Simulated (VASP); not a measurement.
# GaP: single point with r2SCAN

GaP:

```
Ga P
1.0
     0.00000    2.77886    2.77886
     2.77886    0.00000    2.77886
     2.77886    2.77886    0.00000
Ga P
1 1
Direct
  0.00000 0.00000 0.00000
  0.25000 0.25000 0.25000
```

This cell differs from its parent crystal: volume changed by +6%.

```json
{
 "Program": "VASP 6.6.1",
 "Task": "single point",
 "Functional": "r2SCAN",
 "Potentials or basis": "VASP PAW PBE potentials, release 64 (Ga_d, P)",
 "Cutoff": "550 eV",
 "k mesh": "6 × 6 × 6",
 "Occupations": "gaussian, width 0.01 eV",
 "Spin": "no spin polarisation",
 "Dipole correction": "no",
 "Further INCAR settings": "ALGO = Normal; EDIFF = 1e-06; NBANDS = 16"
}
```

```json
{"Pressure": "-4.5 GPa", "Band gap on the k mesh": "1.84 eV, direct"}
```

Levels at points of the mesh, in eV from the valence-band top:
```csv
k point,band 6,band 7,band 8,band 9,band 10,band 11,band 12,band 13
"(0.00, 0.00, 0.00)",-12.58,0.00,0.00,0.00,1.84,4.20,4.20,4.20
"(0.50, 0.00, 0.00)",-10.61,-6.51,-1.08,-1.08,1.85,5.06,5.06,8.68
"(0.50, 0.50, 0.00)",-9.76,-6.68,-2.60,-2.60,2.02,2.14,10.89,10.89
```

Wall time 56 s on 1 thread of AMD EPYC 7R43 64-Core Processor (Zen 3), on a shared host, peak memory 0.13 GiB.

Caveat: the PAW data sets were made with another functional, which shifts forces and pressure a little. A k mesh can miss the band edges.
